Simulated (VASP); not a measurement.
# ScPd (Pm-3m) in VASP: electric field gradients with LDA

Aim: the electric field gradients of ScPd with LDA.

All numbers are computed with VASP 6.6.1; they aren't measurements. Logs are shortened: lines on timing, memory, paths and dates and some standing lists are left out, and cuts for length are marked.

## (1) The cell of the first run

It takes space group Pm-3m (No. 221, cubic). Conventional cell: a = 3.283 Å, b = 3.283 Å, c = 3.283 Å, α = 90.00°, β = 90.00°, γ = 90.00°. Within 3.7 Å of Sc (site symmetry m-3m) lie 8 Pd at 2.84 Å and 6 Sc at 3.28 Å. Pd (site symmetry m-3m) has 8 Sc at 2.84 Å and 6 Pd at 3.28 Å within 3.7 Å.

## (2) Electric field gradients, LDA

Input file INCAR:

```
SYSTEM = ScPd
PREC     = Accurate       ! precision mode
ENCUT    = 520            ! plane-wave cutoff, eV
EDIFF    = 1E-8           ! SCF threshold, eV
ISMEAR   = -1             ! smearing method
SIGMA    = 0.05           ! smearing width, eV
LREAL    = .False.        ! projectors in reciprocal space
LASPH    = .True.         ! aspherical terms in the spheres
NELM     = 100            ! most SCF steps
ALGO     = Normal         ! electronic algorithm
ISIF     = 2              ! what is computed and relaxed
LWAVE    = .False.        ! write WAVECAR
LCHARG   = .False.        ! write CHGCAR
LEFG     = .True.       
NBANDS   = 18             ! bands
```

Input file KPOINTS:

```
regular mesh
0
Gamma
  9 9 9
  0 0 0
```

Input file POSCAR:

```
ScPd
1.0
    3.2830000000      0.0000000000      0.0000000000
    0.0000000000      3.2830000000      0.0000000000
    0.0000000000      0.0000000000      3.2830000000
Sc Pd
1 1
Direct
    0.5000000000      0.5000000000      0.5000000000
    0.0000000000      0.0000000000      0.0000000000
```

Potentials or basis: VASP PAW LDA potentials, release 64 (Sc_sv, Pd).

Started as:

```sh
cat potpaw_LDA.64/Sc_sv/POTCAR potpaw_LDA.64/Pd/POTCAR > POTCAR
mpirun -np 1 vasp_std > vasp.out
```

OUTCAR:

```text
SYSTEM = ScPd
   PREC = Accurate
   ENCUT = 520
   EDIFF = 1E-8
   ISMEAR = -1
   LREAL = .False.
   LASPH = .True.
   NELM = 100
   ISIF = 2

 ion  position               nearest neighbor table
   1  0.500  0.500  0.500-   2 2.84   2 2.84   2 2.84   2 2.84   2 2.84   2 2.84   2 2.84   2 2.84

   2  0.000  0.000  0.000-   1 2.84   1 2.84   1 2.84   1 2.84   1 2.84   1 2.84   1 2.84   1 2.84

  LATTYP: Found a simple cubic cell.
 ALAT       =     3.2830000000

  Lattice vectors:

 A1 = (   3.2830000000,   0.0000000000,   0.0000000000)
 A2 = (   0.0000000000,   3.2830000000,   0.0000000000)
 A3 = (   0.0000000000,   0.0000000000,   3.2830000000)

Analysis of symmetry for initial positions (statically):
=====================================================================
 Subroutine PRICEL returns:
 Original cell was already a primitive cell.

 Routine SETGRP: Setting up the symmetry group for a
 simple cubic supercell.

 Subroutine GETGRP returns: Found 48 space group operations
 (whereof 48 operations were pure point group operations)
 out of a pool of 48 trial point group operations.

The static configuration has the point symmetry O_h .

Analysis of symmetry for dynamics (positions and initial velocities):
=====================================================================
 Subroutine PRICEL returns:
 Original cell was already a primitive cell.

 Routine SETGRP: Setting up the symmetry group for a
 simple cubic supercell.

 Subroutine GETGRP returns: Found 48 space group operations
 (whereof 48 operations were pure point group operations)
 out of a pool of 48 trial point group operations.

The dynamic configuration has the point symmetry O_h .

 Subroutine INISYM returns: Found 48 space group operations
 (whereof 48 operations are pure point group operations),
 and found     1 'primitive' translations

----------------------------------------------------------------------------------------

                                     Primitive cell

  volume of cell :      35.3845

  direct lattice vectors                    reciprocal lattice vectors
     3.283000000  0.000000000  0.000000000     0.304599452  0.000000000  0.000000000
     0.000000000  3.283000000  0.000000000     0.000000000  0.304599452  0.000000000
     0.000000000  0.000000000  3.283000000     0.000000000  0.000000000  0.304599452

  length of vectors
     3.283000000  3.283000000  3.283000000     0.304599452  0.304599452  0.304599452

  position of ions in fractional coordinates (direct lattice)
     0.500000000  0.500000000  0.500000000
     0.000000000  0.000000000  0.000000000

  ion indices of the primitive-cell ions
   primitive index   ion index
                 1           1
                 2           2

----------------------------------------------------------------------------------------

 KPOINTS: regular mesh

Automatic generation of k-mesh.
 Grid dimensions read from file:
 generate k-points for:    9    9    9

 Generating k-lattice:

  Cartesian coordinates                     Fractional coordinates (reciprocal lattice)
     0.033844384  0.000000000  0.000000000     0.111111111  0.000000000  0.000000000
     0.000000000  0.033844384  0.000000000     0.000000000  0.111111111  0.000000000
     0.000000000  0.000000000  0.033844384     0.000000000  0.000000000  0.111111111

  Length of vectors
     0.033844384  0.033844384  0.033844384

  Shift w.r.t. Gamma in fractional coordinates (k-lattice)
     0.000000000  0.000000000  0.000000000

 Subroutine IBZKPT returns following result:
 ===========================================

 Found     35 irreducible k-points:

 Following reciprocal coordinates:
            Coordinates               Weight
  0.000000  0.000000  0.000000      1.000000
  0.111111  0.000000  0.000000      6.000000
  0.222222  0.000000  0.000000      6.000000
  0.333333  0.000000  0.000000      6.000000
  0.444444  0.000000  0.000000      6.000000
  0.111111  0.111111  0.000000     12.000000
[... 16 lines left out ...]
  0.333333  0.333333  0.111111     24.000000
  0.444444  0.333333  0.111111     48.000000
 [... further k-points ...]
   k-points           NKPTS =     35   k-points in BZ     NKDIM =     35   number of bands    NBANDS=     18
   number of dos      NEDOS =    301   number of ions     NIONS =      2
   total plane-waves  NPLWV =  13824
   dimension x,y,z NGX =    24 NGY =   24 NGZ =   24
   dimension x,y,z NGXF=    48 NGYF=   48 NGZF=   48
   ions per type =               1   1
   NGX,Y,Z   is equivalent  to a cutoff of  12.15, 12.15, 12.15 a.u.
   NGXF,Y,Z  is equivalent  to a cutoff of  24.31, 24.31, 24.31 a.u.
 SYSTEM =  ScPd
   PREC   = accura    normal or accurate (medium, high low for compatibility)
   ISTART =      0    job   : 0-new  1-cont  2-samecut
   ICHARG =      2    charge: 1-file 2-atom 10-const
   ISPIN  =      1    spin polarized calculation?
   LNONCOLLINEAR =      F non collinear calculations
   LSORBIT =      F    spin-orbit coupling
   LASPH  =      T    aspherical Exc in radial PAW
   ENCUT  =  520.0 eV  38.22 Ry    6.18 a.u.   6.10  6.10  6.10*2*pi/ulx,y,z
   NELM   =    100;   NELMIN=  2; NELMDL= -5     # of ELM steps
   EDIFF  = 0.1E-07   stopping-criterion for ELM
   LREAL  =      F    real-space projection
   EDIFFG = 0.1E-06   stopping-criterion for IOM
   NSW    =      0    number of steps for IOM
   IBRION =     -1    ionic relax: 0-MD 1-quasi-New 2-CG
   NFREE  =      0    steps in history (QN), initial steepest desc. (CG)
   ISIF   =      2    stress and relaxation
   ISYM   =      2    0-nonsym 1-usesym 2-fastsym
   POTIM  = 0.5000    time-step for ionic-motion
   TEBEG  =    0.0;   TEEND  =   0.0 temperature during run
   PSTRESS=    0.0 pullay stress
   NELECT =      21.0000    total number of electrons
   NUPDOWN=      -1.0000    fix difference up-down
   EMIN   =  10.00;   EMAX   =-10.00  energy-range for DOS
   EFERMI =   0.00;   METHOD = LEGACY
   ISMEAR =    -1;   SIGMA  =   0.05  broadening in eV -4-tet -1-fermi 0-gaus
   EFERMI_NEDOS =   21; number of points for ismear=-14 and -15
   IALGO  =     38    algorithm
   IMIX   =      4    mixing-type and parameters
     AMIX     =   0.40;   BMIX     =  1.00
     AMIX_MAG =   1.60;   BMIX_MAG =  1.00
  volume/ion in A,a.u.               =      17.69       119.39
  Fermi-wavevector in a.u.,A,eV,Ry     =   1.375763  2.599816 25.752082  1.892725
  Thomas-Fermi vector in A             =   2.501069
   LORBIT       =      0    0 simple, 1 ext, 2 COOP (PROOUT), +10 PAW based schemes
   GGA     = CA    functional components
   LHFCALC =     F    Hartree Fock is set to
   AEXX    =    0.0000 exact exchange contribution
   IVDW    =     0    specifies the selected vdW correction
   LEPSILON=     F    determine dielectric tensor
   LRPA    =     F    only Hartree local field effects (RPA)
 non-spin polarized calculation
  energy-cutoff  :      520.00
  volume of cell :       35.38
 maximum number of plane-waves:       963
   NGX = 13   NGY = 13   NGZ = 13

 number of electron      21.0000005 magnetization

 Free energy of the ion-electron system (eV)
  ---------------------------------------------------
  ext. energy  EPLUGINS =         0.00000000
  ---------------------------------------------------
  free energy    TOTEN  =       -15.02979341 eV

  energy without entropy =      -15.01824788  energy(sigma->0) =      -15.02402065

 E-fermi :   7.1372     XC(G=0): -12.0198

 val. band max:        7.1237091224   @ k =   0.4444   0.3333   0.0000
 cond. band min:       7.1554152980   @ k =   0.4444   0.4444   0.2222
 fundamental gap:      0.0317061756
 Fermi energy:         7.1372034166

 k-point     1 :       0.0000    0.0000    0.0000
  band No.  band energies     occupation
      1     -42.0538      2.00000
      2     -20.9192      2.00000
      3     -20.9192      2.00000
      4     -20.9192      2.00000
      5       0.4480      2.00000
      6       2.5113      2.00000
[... 10 lines left out ...]
     17      14.8002      0.00000
     18      14.8002      0.00000

 k-point     2 :       0.1111    0.0000    0.0000
  band No.  band energies     occupation
      1     -42.0513      2.00000
      2     -20.9463      2.00000
      3     -20.9177      2.00000
      4     -20.9177      2.00000
      5       0.6609      2.00000
      6       2.5818      2.00000
[... 10 lines left out ...]
     17      15.3940      0.00000
     18      15.3940      0.00000
[... 442 lines left out ...]
 k-point    24 :       0.4444    0.3333    0.1111
  band No.  band energies     occupation
      1     -42.0165      2.00000
      2     -21.1085      2.00000
      3     -21.0565      2.00000
      4     -20.9140      2.00000
      5       2.7077      2.00000
      6       2.8977      2.00000
[... 10 lines left out ...]
     17      15.2797      0.00000
     18      16.7013      0.00000

 [... further k-points ...]

------------------------ aborting loop because EDIFF is reached ----------------------------------------

  FORCE on cell =-STRESS in cart. coord.  units (eV):
  Direction    XX          YY          ZZ          XY          YZ          ZX
  --------------------------------------------------------------------------------------
  -------------------------------------------------------------------------------------
  Total       -1.2004164     -1.2004164     -1.2004164     -0.0000000      0.0000000     -0.0000000
  in kB      -54.3537913    -54.3537913    -54.3537913     -0.0000000      0.0000000     -0.0000000
  external PRESSURE =     -54.3537913 kB  Pullay stress =       0.0000000 kB

 VOLUME and BASIS-vectors are now :
 -----------------------------------------------------------------------------
  energy-cutoff  :      520.00
  volume of cell :       35.38
      direct lattice vectors                 reciprocal lattice vectors
     3.283000000  0.000000000  0.000000000     0.304599452  0.000000000  0.000000000
     0.000000000  3.283000000  0.000000000     0.000000000  0.304599452  0.000000000
     0.000000000  0.000000000  3.283000000     0.000000000  0.000000000  0.304599452

 POSITION                                       TOTAL-FORCE (eV/Angst)
 -----------------------------------------------------------------------------------
      1.64150      1.64150      1.64150         0.000000      0.000000      0.000000
      0.00000      0.00000      0.00000         0.000000      0.000000      0.000000
 -----------------------------------------------------------------------------------
    total drift:                                0.000000      0.000000     -0.000000

  FREE ENERGIE OF THE ION-ELECTRON SYSTEM (eV)
  ---------------------------------------------------
  free  energy   TOTEN  =       -15.0297934072 eV

  energy  without entropy=      -15.0182478846  energy(sigma->0) =      -15.02402065

 Electric field gradients (V/A^2)
---------------------------------------------------------------------
 ion       V_xx      V_yy      V_zz      V_xy      V_xz      V_yz
---------------------------------------------------------------------
   1       0.000     0.000    -0.000     0.000     0.000     0.000
   2       0.000     0.000     0.000     0.000    -0.000     0.000
---------------------------------------------------------------------

 Electric field gradients after diagonalization (V/A^2)
 (convention: |V_zz| > |V_xx| > |V_yy|)
----------------------------------------------------------------------
 ion       V_xx      V_yy      V_zz     asymmetry (V_yy - V_xx)/ V_zz
----------------------------------------------------------------------
   1       0.000     0.000    -0.000       0.028
   2       0.000     0.000     0.000      -0.025
----------------------------------------------------------------------

           NMR quadrupolar parameters

 Cq : quadrupolar parameter    Cq=e*Q*V_zz/h
 eta: asymmetry parameters     (V_yy - V_xx)/ V_zz
 Q  : nuclear electric quadrupole moment in mb (millibarn)
----------------------------------------------------------------------
 ion       Cq(MHz)       eta       Q (mb)
----------------------------------------------------------------------
   1      -0.000       0.028       1.000
   2       0.000      -0.025       1.000
----------------------------------------------------------------------
```

Run time: 12 s. Hardware: 1 thread of Intel Xeon Platinum 8259CL at 2.50GHz (Skylake/Cascade Lake), shared host; peak memory 0.14 GiB.

What came out:

* Free energy: -15.0298 eV
* Pressure: -5.4 GPa
* Band gap on the k mesh: zero (an odd number of electrons rules out a gap without spin polarisation)
* Largest electric field gradient by atom: zero within the noise of the run

Caveat: the cell stands under tension.
